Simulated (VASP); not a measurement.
# FeSi16 (a cell with a defect) in VASP: a series of runs

Runs on FeSi16 (a cell with a defect). Level: PBEsol. Tasks: single point.

All numbers are computed with VASP 6.6.1; they aren't measurements. Logs are shortened: lines on timing, memory, paths and dates and some standing lists are left out, and cuts for length are marked.

### Step 1. The cell of the first run

The cell holds a defect, 17 atoms: a = 7.679 Å, b = 7.679 Å, c = 7.679 Å, α = 60.00°, β = 60.00°, γ = 60.00°.

### Step 2. Single point, PBEsol, collinear spin, ferromagnetic start

The input, INCAR:

```
  PREC = Accurate
  ENCUT = 520
  EDIFF = 1E-6
  ISMEAR = 0
  SIGMA = 0.02
  LREAL = F
  LASPH = T
  NELM = 200
  ALGO = Normal
  ISIF = 2
  LWAVE = F
  LCHARG = F
  ISPIN = 2
  MAGMOM = 0 0 0 0 0 0 0 0 0 0 0 0 0 0 0 0 1.6
  LORBIT = 11
  LMAXMIX = 4
  GGA = PS
  NBANDS = 54
  GGA_COMPAT = F
```

The input, KPOINTS:

```
regular mesh
0
Gamma
  1 1 1
```

The input, POSCAR:

```
FeSi16
1.0
    0.0000000000      5.4300000000      5.4300000000
    5.4300000000      0.0000000000      5.4300000000
    5.4300000000      5.4300000000      0.0000000000
Si Fe
16 1
Direct
   -0.0089623389      0.0031811234      0.0038735727
    0.0896223757      0.1380387661      0.1385929098
   -0.0296633517     -0.0176627993      0.5555946593
    0.1354100368      0.0912894107      0.6265698895
   -0.0313523941      0.5551483425     -0.0153299263
    0.1344373849      0.6263432781      0.0924119705
    0.0033437385      0.4881371087      0.4894520258
    0.1799988029      0.5866061694      0.5891444751
    0.4557201657      0.0173581031      0.0152560773
    0.6111579190      0.1279584715      0.1265586556
    0.4924855433      0.0191273481      0.4951597606
    0.6046400552      0.1123730203      0.6496573665
    0.4917118785      0.4962223757      0.0184104052
    0.6027003683      0.6514972376      0.1119419890
    0.5954851750      0.4779496317      0.4769087477
    0.6325123389      0.6437158379      0.6428779006
    1.0079594843      0.3225011050      0.3234767956
```

Potentials or basis: VASP PAW PBE potentials, release 64 (Si, Fe).

Launch:

```console
> cat potpaw_PBE.64/Si/POTCAR potpaw_PBE.64/Fe/POTCAR > POTCAR
> mpirun -np 1 vasp_gam > vasp.out
```

OUTCAR:

```text
PREC = Accurate
   ENCUT = 520
   EDIFF = 1E-6
   ISMEAR = 0
   LREAL = F
   LASPH = T
   NELM = 200
   ISIF = 2
   ISPIN = 2
   LORBIT = 11
   GGA = PS

 ion  position               nearest neighbor table
   1  0.991  0.003  0.004-   2 2.31   6 2.38   4 2.38  10 2.38
   2  0.090  0.138  0.139-  17 2.16   9 2.30   1 2.31   3 2.62   5 2.62
   3  0.970  0.982  0.556-   4 2.19  12 2.30  17 2.38   8 2.58   2 2.62
   4  0.135  0.091  0.627-   3 2.19  11 2.26   1 2.38  17 2.44   7 2.49
   5  0.969  0.555  0.985-   6 2.19  14 2.30  17 2.38   8 2.58   2 2.62
   6  0.134  0.626  0.092-   5 2.19  13 2.26   1 2.38  17 2.44   7 2.49
   7  0.003  0.488  0.489-  17 2.19  16 2.36   8 2.38   4 2.49   6 2.49
   8  0.180  0.587  0.589-   7 2.38   3 2.58   5 2.58  15 2.63
   9  0.456  0.017  0.015-   2 2.30  12 2.30  14 2.30  10 2.37
  10  0.611  0.128  0.127-  13 2.31  11 2.31   9 2.37   1 2.38
  11  0.492  0.019  0.495-   4 2.26  12 2.27  10 2.31  16 2.37
  12  0.605  0.112  0.650-  11 2.27   3 2.30   9 2.30  15 2.41
  13  0.492  0.496  0.018-   6 2.26  14 2.27  10 2.31  16 2.37
  14  0.603  0.651  0.112-  13 2.27   5 2.30   9 2.30  15 2.41
  15  0.595  0.478  0.477-  16 2.38  14 2.41  12 2.41  17 2.60   8 2.63
  16  0.633  0.644  0.643-   7 2.36  11 2.37  13 2.37  15 2.38
  17  0.008  0.323  0.323-   2 2.16   7 2.19   5 2.38   3 2.38   4 2.44   6 2.44  15 2.60

  LATTYP: Found a face centered cubic cell.
 ALAT       =    10.8600000000

  Lattice vectors:

 A1 = (   0.0000000000,   5.4300000000,   5.4300000000)
 A2 = (   5.4300000000,   0.0000000000,   5.4300000000)
 A3 = (   5.4300000000,   5.4300000000,   0.0000000000)

Analysis of symmetry for initial positions (statically):
=====================================================================
 Subroutine PRICEL returns:
 Original cell was already a primitive cell.

 Routine SETGRP: Setting up the symmetry group for a
 face centered cubic supercell.

 Subroutine GETGRP returns: Found  1 space group operations
 (whereof  1 operations were pure point group operations)
 out of a pool of 48 trial point group operations.

The static configuration has the point symmetry C_1 .

Analysis of symmetry for dynamics (positions and initial velocities):
=====================================================================
 Subroutine PRICEL returns:
 Original cell was already a primitive cell.

 Routine SETGRP: Setting up the symmetry group for a
 face centered cubic supercell.

 Subroutine GETGRP returns: Found  1 space group operations
 (whereof  1 operations were pure point group operations)
 out of a pool of 48 trial point group operations.

The dynamic configuration has the point symmetry C_1 .

Analysis of structural, dynamic, and magnetic symmetry:
=====================================================================
 Subroutine PRICEL returns:
 Original cell was already a primitive cell.

 Routine SETGRP: Setting up the symmetry group for a
 face centered cubic supercell.

 Subroutine GETGRP returns: Found  1 space group operations
 (whereof  1 operations were pure point group operations)
 out of a pool of 48 trial point group operations.

The overall configuration has the point symmetry C_1 .

 Subroutine INISYM returns: Found  1 space group operations
 (whereof  1 operations are pure point group operations),
 and found     1 'primitive' translations

----------------------------------------------------------------------------------------

                                     Primitive cell

  volume of cell :     320.2060

  direct lattice vectors                    reciprocal lattice vectors
     0.000000000  5.430000000  5.430000000    -0.092081031  0.092081031  0.092081031
     5.430000000  0.000000000  5.430000000     0.092081031 -0.092081031  0.092081031
     5.430000000  5.430000000  0.000000000     0.092081031  0.092081031 -0.092081031

  length of vectors
     7.679179644  7.679179644  7.679179644     0.159489025  0.159489025  0.159489025

  position of ions in fractional coordinates (direct lattice)
     0.991037661  0.003181123  0.003873573
     0.089622376  0.138038766  0.138592910
     0.970336648  0.982337201  0.555594659
[... 68 lines left out ...]
   dimension x,y,z NGXF=   120 NGYF=  120 NGZF=  120
   ions per type =              16   1
   NGX,Y,Z   is equivalent  to a cutoff of  12.99, 12.99, 12.99 a.u.
   NGXF,Y,Z  is equivalent  to a cutoff of  25.98, 25.98, 25.98 a.u.
 SYSTEM =  unknown system
   PREC   = accura    normal or accurate (medium, high low for compatibility)
   ISTART =      0    job   : 0-new  1-cont  2-samecut
   ICHARG =      2    charge: 1-file 2-atom 10-const
   ISPIN  =      2    spin polarized calculation?
   LNONCOLLINEAR =      F non collinear calculations
   LSORBIT =      F    spin-orbit coupling
   LASPH  =      T    aspherical Exc in radial PAW
   ENCUT  =  520.0 eV  38.22 Ry    6.18 a.u.  14.28 14.28 14.28*2*pi/ulx,y,z
   NELM   =    200;   NELMIN=  2; NELMDL= -5     # of ELM steps
   EDIFF  = 0.1E-05   stopping-criterion for ELM
   LREAL  =      F    real-space projection
   EDIFFG = 0.1E-04   stopping-criterion for IOM
   NSW    =      0    number of steps for IOM
   IBRION =     -1    ionic relax: 0-MD 1-quasi-New 2-CG
   NFREE  =      0    steps in history (QN), initial steepest desc. (CG)
   ISIF   =      2    stress and relaxation
   ISYM   =      2    0-nonsym 1-usesym 2-fastsym
   POTIM  = 0.5000    time-step for ionic-motion
   TEBEG  =    0.0;   TEEND  =   0.0 temperature during run
   PSTRESS=    0.0 pullay stress
   NELECT =      72.0000    total number of electrons
   NUPDOWN=      -1.0000    fix difference up-down
   EMIN   =  10.00;   EMAX   =-10.00  energy-range for DOS
   EFERMI =   0.00;   METHOD = LEGACY
   ISMEAR =     0;   SIGMA  =   0.02  broadening in eV -4-tet -1-fermi 0-gaus
   EFERMI_NEDOS =   21; number of points for ismear=-14 and -15
   IALGO  =     38    algorithm
   IMIX   =      4    mixing-type and parameters
     AMIX     =   0.40;   BMIX     =  1.00
     AMIX_MAG =   1.60;   BMIX_MAG =  1.00
  volume/ion in A,a.u.               =      18.84       127.11
  Fermi-wavevector in a.u.,A,eV,Ry     =   0.995503  1.881228 13.483726  0.991026
  Thomas-Fermi vector in A             =   2.127527
   LORBIT       =     11    0 simple, 1 ext, 2 COOP (PROOUT), +10 PAW based schemes
   GGA     = PS    functional components
   LHFCALC =     F    Hartree Fock is set to
   AEXX    =    0.0000 exact exchange contribution
   IVDW    =     0    specifies the selected vdW correction
   LEPSILON=     F    determine dielectric tensor
   LRPA    =     F    only Hartree local field effects (RPA)
 spin polarized calculation
 Gauss-broadening in eV      SIGMA  =   0.02
  energy-cutoff  :      520.00
  volume of cell :      320.21
 maximum number of plane-waves:      4305
 NGX is ok and might be reduce to    60
   NGX = 29   NGY = 29   NGZ = 29

 number of electron      71.9999999 magnetization       0.0000415

 number of electron      71.9999999 magnetization      -0.0000420

 Free energy of the ion-electron system (eV)
  ---------------------------------------------------
  ext. energy  EPLUGINS =         0.00000000
  ---------------------------------------------------
  free energy    TOTEN  =       -82.53910119 eV

  energy without entropy =      -82.53910119  energy(sigma->0) =      -82.53910119

 E-fermi :   6.0202     XC(G=0):  -9.7932

 val. band max:        5.9188562319   @ k =   0.0000   0.0000   0.0000
 cond. band min:       6.4473002512   @ k =   0.0000   0.0000   0.0000
 fundamental gap:      0.5284440194
 Fermi energy:         6.0201742126

 spin component 1

 k-point     1 :       0.0000    0.0000    0.0000
  band No.  band energies     occupation
      1      -5.9934      1.00000
      2      -3.8277      1.00000
      3      -3.6294      1.00000
      4      -3.4646      1.00000
      5      -3.3601      1.00000
      6      -2.1602      1.00000
[... 40 lines left out ...]
     47       8.2630      0.00000
     48       8.2925      0.00000
 Fermi energy:         6.0201742126

 spin component 2

 k-point     1 :       0.0000    0.0000    0.0000
  band No.  band energies     occupation
      1      -5.9934      1.00000
      2      -3.8278      1.00000
      3      -3.6294      1.00000
      4      -3.4646      1.00000
      5      -3.3601      1.00000
      6      -2.1602      1.00000
[... 40 lines left out ...]
     47       8.2631      0.00000
     48       8.2925      0.00000
 [bands above 48 left out]

------------------------ aborting loop because EDIFF is reached ----------------------------------------

  FORCE on cell =-STRESS in cart. coord.  units (eV):
  Direction    XX          YY          ZZ          XY          YZ          ZX
  --------------------------------------------------------------------------------------
  -------------------------------------------------------------------------------------
  Total       12.1842141      7.7854711      7.7961994      1.8662896     12.6322167      2.0079493
  in kB       60.9647250     38.9552501     39.0089297      9.3381348     63.2063431     10.0469407
  external PRESSURE =      46.3096349 kB  Pullay stress =       0.0000000 kB

 VOLUME and BASIS-vectors are now :
 -----------------------------------------------------------------------------
  energy-cutoff  :      520.00
  volume of cell :      320.21
      direct lattice vectors                 reciprocal lattice vectors
     0.000000000  5.430000000  5.430000000    -0.092081031  0.092081031  0.092081031
     5.430000000  0.000000000  5.430000000     0.092081031 -0.092081031  0.092081031
     5.430000000  5.430000000  0.000000000     0.092081031  0.092081031 -0.092081031

 POSITION                                       TOTAL-FORCE (eV/Angst)
 -----------------------------------------------------------------------------------
      0.03831      5.40237      5.39861        -0.146254      0.071420      0.091646
      1.50211      1.23921      1.23620        -0.478905     -0.022436     -0.023534
      8.35097      8.28581     10.60302        -1.036944     -0.347598     -0.744927
      3.89798      4.13755      1.23098         0.980006     -0.134254      0.256070
      8.36121     10.60652      8.27421        -1.045758     -0.738427     -0.350383
      3.90284      1.23179      4.13104         0.972314      0.274238     -0.141121
[... 9 lines left out ...]
      6.98620      6.92537      6.92992         0.552645      0.196700      0.196676
      3.50766      1.79970      1.79440         1.202034     -0.282827     -0.287637
 -----------------------------------------------------------------------------------
    total drift:                                0.000236     -0.000233     -0.000224

  FREE ENERGIE OF THE ION-ELECTRON SYSTEM (eV)
  ---------------------------------------------------
  free  energy   TOTEN  =       -82.5391011887 eV

  energy  without entropy=      -82.5391011887  energy(sigma->0) =      -82.53910119

 total charge

# of ion       s       p       d       tot
------------------------------------------
    1        0.690   0.997   0.000   1.687
    2        0.739   0.960   0.000   1.699
    3        0.708   0.964   0.000   1.672
    4        0.682   1.018   0.000   1.700
    5        0.708   0.963   0.000   1.672
    6        0.682   1.018   0.000   1.700
[... 9 lines left out ...]
   16        0.706   0.979   0.000   1.685
   17        0.493   0.575   6.574   7.642
--------------------------------------------------
tot         11.688  16.365   6.574  34.626

 magnetization (x)

# of ion       s       p       d       tot
------------------------------------------
    1       -0.000  -0.000   0.000  -0.000
    2       -0.000  -0.000   0.000  -0.000
    3       -0.000  -0.000   0.000  -0.000
    4       -0.000  -0.000   0.000  -0.000
    5       -0.000  -0.000   0.000  -0.000
    6       -0.000  -0.000   0.000  -0.000
[... 9 lines left out ...]
   16       -0.000  -0.000   0.000  -0.000
   17        0.000   0.000   0.000   0.000
--------------------------------------------------
tot         -0.000  -0.000   0.000   0.000
```

Wall time 3 min (1 thread of Intel Xeon 8259CL, shared host); peak memory 0.6 GiB.

What came out:

```
Free energy                                           : -82.5391 eV
Pressure                                              : 4.6 GPa
Largest force                                         : 1.906 eV/Å
Net moment                                            : 0.00 μB per cell
Valence electrons inside the program's atomic spheres : Si 1.69, 1.70, 1.67, 1.66, 1.59, 1.73, 1.71, 1.74, 1.62 (each value once); Fe 7.64
```

Forces on the atoms (eV/Å):
```
Si  -0.146  0.071  0.092
Si  -0.479 -0.022 -0.024
Si  -1.037 -0.348 -0.745
Si   0.980 -0.134  0.256
Si  -1.046 -0.738 -0.350
Si   0.972  0.274 -0.141
Si  -0.039  0.414  0.431
Si   0.459 -0.318 -0.310
Si   0.013  0.204  0.192
Si  -0.134 -0.388 -0.392
Si  -0.361  0.112 -0.314
Si   0.404  0.140  0.192
Si  -0.343 -0.316  0.126
Si   0.378  0.202  0.146
Si  -1.376  0.934  0.932
Si   0.553  0.197  0.197
Fe   1.202 -0.283 -0.288
```

Caveat: the k points lie up to 1.00 Å⁻¹ apart, too coarse for converged energies, forces and pressures; the moments typed at the start vanished in this run; the PAW data sets were made with another functional, which shifts forces and pressure a little.

### Step 3. Single point, PBEsol, collinear spin, ferromagnetic start

The input, INCAR:

```
PREC = Accurate ; ENCUT = 520
EDIFF = 1E-6 ; ISMEAR = 0
SIGMA = 0.02 ; LREAL = False
LASPH = True ; NELM = 200
ALGO = Normal ; ISIF = 2
LWAVE = False ; LCHARG = False
ISPIN = 2 ; MAGMOM = 0 0 0 0 0 0 0 0 0 0 0 0 0 0 0 0 1.6
LORBIT = 11 ; LMAXMIX = 4
GGA = PS ; NBANDS = 54
GGA_COMPAT = False
```

KPOINTS is that of step 2.

The input, POSCAR:

```
FeSi16
1.0
    0.0000000000      5.4300000000      5.4300000000
    5.4300000000      0.0000000000      5.4300000000
    5.4300000000      5.4300000000      0.0000000000
Si Fe
16 1
Direct
    0.0336750460     -0.0208251381     -0.0207886740
    0.1400593923      0.1130938306      0.1132162983
   -0.0397634438      0.0211617864      0.5052906998
    0.1683972376      0.1062313076      0.6026850829
   -0.0395675875      0.5051206262      0.0212773481
    0.1682111418      0.6026719153      0.1064603131
    0.0003731123      0.4923421731      0.4924519337
    0.0699212707      0.6445586556      0.6447720994
    0.5038291897      0.0075566298      0.0075393186
    0.6495663904      0.1176013812      0.1174104052
    0.5385987109     -0.0095147330      0.4882034991
    0.5832546041      0.1510398711      0.6425050645
    0.5384127993      0.4884337937     -0.0094754144
    0.5834694291      0.6424756906      0.1510988950
    0.4645144567      0.5210063536      0.5210906998
    0.6261711786      0.6240639963      0.6240260589
    1.0737151013      0.3017128913      0.3019093923
```

Potentials or basis: VASP PAW PBE potentials, release 64 (Si, Fe).

Launch:

```console
> cat potpaw_PBE.64/Si/POTCAR potpaw_PBE.64/Fe/POTCAR > POTCAR
> mpirun -np 1 vasp_gam > vasp.out
```

Wall time 4.2 min (1 thread of Intel Xeon 8259CL, shared host); peak memory 0.63 GiB.

The run converged. Its results:

```
Free energy                                           : -81.8215 eV
Pressure                                              : 4.3 GPa
Largest force                                         : 0.815 eV/Å
Net moment                                            : 0.00 μB per cell
Site moments                                          : Si -0.00, -0.02, -0.04, +0.02, +0.03, +0.00, +0.01, -0.01 (each value once); Fe -0.09 μB
Valence electrons inside the program's atomic spheres : Si 1.66, 1.65, 1.67, 1.63, 1.71, 1.72, 1.70 (each value once); Fe 7.71
```

Forces on the atoms (eV/Å):
```
Si  -0.072 -0.110 -0.140
Si  -0.473 -0.182 -0.297
Si   0.005 -0.478 -0.052
Si  -0.117 -0.293  0.720
Si  -0.029 -0.028 -0.472
Si   0.057  0.799 -0.149
Si   0.360  0.146  0.213
Si   0.077  0.039  0.030
Si   0.324 -0.059 -0.144
Si  -0.246  0.114  0.184
Si   0.099  0.330 -0.024
Si  -0.052  0.007 -0.179
Si   0.063  0.022  0.392
Si  -0.056 -0.338 -0.059
Si   0.216 -0.072 -0.050
Si  -0.077  0.262  0.155
Fe  -0.078 -0.159 -0.128
```

Stress tensor (GPa, compression positive):
```
 0.47 -1.53 -1.74
-1.53  6.63  3.61
-1.74  3.61  5.89
```

Levels at points of the mesh, in eV from the Fermi level:
Spin up:
```csv
k point,band 33,band 34,band 35,band 36,band 37,band 38,band 39,band 40
"(0.00, 0.00, 0.00)",-1.02,-0.94,-0.16,-0.07,0.07,0.16,0.34,0.40
```
Spin down:
| k point | band 32 | band 33 | band 34 | band 35 | band 36 | band 37 | band 38 | band 39 | band 40 | band 41 |
| --- | --- | --- | --- | --- | --- | --- | --- | --- | --- | --- |
| (0.00, 0.00, 0.00) | -1.14 | -1.03 | -0.95 | -0.18 | -0.08 | 0.10 | 0.15 | 0.32 | 0.38 | 0.52 |

Caveat: the k points lie up to 1.00 Å⁻¹ apart, too coarse for converged energies, forces and pressures; the PAW data sets were made with another functional, which shifts forces and pressure a little.

(Continued in part 2 of 2.)
